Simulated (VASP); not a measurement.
# SrO: single point with LDA

The system is SrO.

```
CELL_PARAMETERS angstrom
3.55329 0.00000 0.00000
-1.77664 3.07724 0.00000
0.00000 0.00000 6.21730
ATOMIC_POSITIONS crystal
Sr 0.33333 0.66667 0.25000
Sr 0.66667 0.33333 0.75000
O 0.00000 0.00000 0.02011
O 0.00000 0.00000 0.52011
```

This cell differs from its parent crystal: all O atoms moved +0.125 Å, as atom 3 along Cartesian [0 0 1].

```
Program                : VASP 6.6.1
Task                   : single point
Functional             : LDA
Potentials or basis    : VASP PAW LDA potentials, release 64 (Sr_sv, O)
Cutoff                 : 520 eV
k mesh                 : 9 × 9 × 4
Occupations            : gaussian, width 0.05 eV
Spin                   : no spin polarisation
Dipole correction      : no
Further INCAR settings : ALGO = Normal; EDIFF = 1e-06; NBANDS = 24
```

```json
{"Pressure": "-4.5 GPa", "Largest force": "0.245 eV/Å", "Band gap on the k mesh": "2.95 eV, direct"}
```

Forces in eV/Å, atoms in the order of the input:
```
Sr   0.000  0.000  0.245
Sr   0.000  0.000  0.245
O    0.000  0.000 -0.245
O    0.000  0.000 -0.245
```

Stress tensor (GPa, compression positive):
```
-4.19  0.00  0.00
 0.00 -4.19  0.00
 0.00  0.00 -5.06
```

Levels at points of the mesh, in eV from the valence-band top:
| k point | band 14 | band 15 | band 16 | band 17 | band 18 | band 19 |
| --- | --- | --- | --- | --- | --- | --- |
| (0.00, 0.00, 0.00) | -0.74 | -0.74 | 0.00 | 2.95 | 4.97 | 5.21 |
| (0.00, 0.00, 0.50) | -0.90 | -0.90 | -0.90 | 4.57 | 4.57 | 5.98 |

Run time: 26 s on 1 thread of Intel(R) Xeon(R) 6975P-C (Granite Rapids) (shared host), peak memory 0.18 GiB.

Caveat: the cell differs from its parent crystal (all O atoms moved +0.125 Å, as atom 3 along Cartesian [0 0 1]). A k mesh can miss the band edges.
